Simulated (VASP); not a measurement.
Runs of VASP 6.6.1 on Mo. The structure is that of space group Im-3m (No. 229), or close to it. The cells are those of the table. 

```tsv
cell	gap on the mesh (eV)	pressure (GPa)
a = 2.762 Å, angles 109.5°, 1 atom	none	(b)
a = 2.722 Å, angles 108.3, 108.3, 111.9°, 1 atom	none	4.0
a = 2.749 Å, angles 110.3, 110.3, 107.9°, 1 atom	none	(a)
a = 2.694 Å, angles 109.9, 109.9, 108.7°, 1 atom	none	12.7
a = 2.789 Å, angles 109.1, 109.1, 110.3°, 1 atom	none	-14.6
```

Alike in all rows: task single point; level r2SCAN; potentials or basis VASP PAW PBE potentials, release 64 (Mo_sv); no spin polarisation; k mesh 22 × 22 × 22; cutoff (eV) 520; smearing gaussian 0.15 eV.

Question: Fill in the values left out.

Answer: (a) -4.3; (b) -8.1.

Caveats: the PAW data sets were made with another functional, which shifts forces and pressure a little.

A k mesh can miss the band edges, and the runs leave out spin-orbit coupling on Mo.

A gap of «none» marks levels without a gap at the run's occupations.
